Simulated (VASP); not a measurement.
Input of a VASP 6.6.1 run:

Contents of INCAR:

```
  ALGO = Normal
  EDIFF = 1E-7
  ENCUT = 520
  GGA = PE
  ISIF = 2
  ISMEAR = -1
  LASPH = True
  LCHARG = False
  LREAL = False
  LWAVE = False
  NBANDS = 17
  NELM = 60
  PREC = Accurate
  SIGMA = 0.02
```

File KPOINTS:

```
k-points
0
Gamma
  6 6 6
```

POSCAR

```
SnSe
1.0
    0.0000000000      3.0281454331      3.0281454331
    3.0281454331      0.0000000000      3.0281454331
    3.0281454331      3.0281454331      0.0000000000
Sn Se
1 1
Direct
    0.0000000000      0.0000000000      0.0000000000
    0.5000000000      0.5000000000      0.5000000000
```

Potentials or basis: VASP PAW PBE potentials, release 64 (Sn_d, Se).

Run with:

```bash
$ cat potpaw_PBE.64/Sn_d/POTCAR potpaw_PBE.64/Se/POTCAR > POTCAR
$ mpirun -np 1 vasp_std > vasp.out
```

Question: What does it give for the band gap on the k mesh?

Answer: 0.50 eV, direct.

Question: Predict the pressure.

Answer: -0.3 GPa.

Caveat: spin-orbit coupling is left out, which moves the levels of the heavy elements. A k mesh can miss the band edges.
